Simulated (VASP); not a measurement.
Input of a VASP 6.6.1 run:

Contents of INCAR:

```
PREC = Accurate
ENCUT = 500
EDIFF = 1E-6
ISMEAR = 0
SIGMA = 0.15
LREAL = False
LASPH = True
NELM = 120
ALGO = Normal
ISIF = 2
LWAVE = False
LCHARG = False
GGA = PE
NBANDS = 13
GGA_COMPAT = False
```

KPOINTS

```
regular mesh
0
Gamma
  30 30 30
```

POSCAR

```
W
1.0
   -1.5420032785      1.5420032785      1.6962036064
    1.5420032785     -1.5420032785      1.6962036064
    1.5420032785      1.5420032785     -1.6962036064
W
1
Direct
    0.0000000000      0.0000000000      0.0000000000
```

Potentials or basis: VASP PAW PBE potentials, release 64 (W_sv).

Launch:

```sh
$ cat potpaw_PBE.64/W_sv/POTCAR > POTCAR
$ mpirun -np 1 vasp_std > vasp.out
```

**Question.** Estimate the band gap on the k mesh.

**Answer.** Zero (bands 7 and 8 overlap by 5.77 eV).

**Question.** What does it give for the pressure?

**Answer.** 1.8 GPa.

Stress tensor (GPa, compression positive):
```
 10.18   0.00   0.00
  0.00  10.18   0.00
  0.00   0.00 -14.96
```

Caveat: the stress differs along the axes, from -15 to 10 GPa; spin-orbit coupling is left out, which moves the levels of the heavy elements.
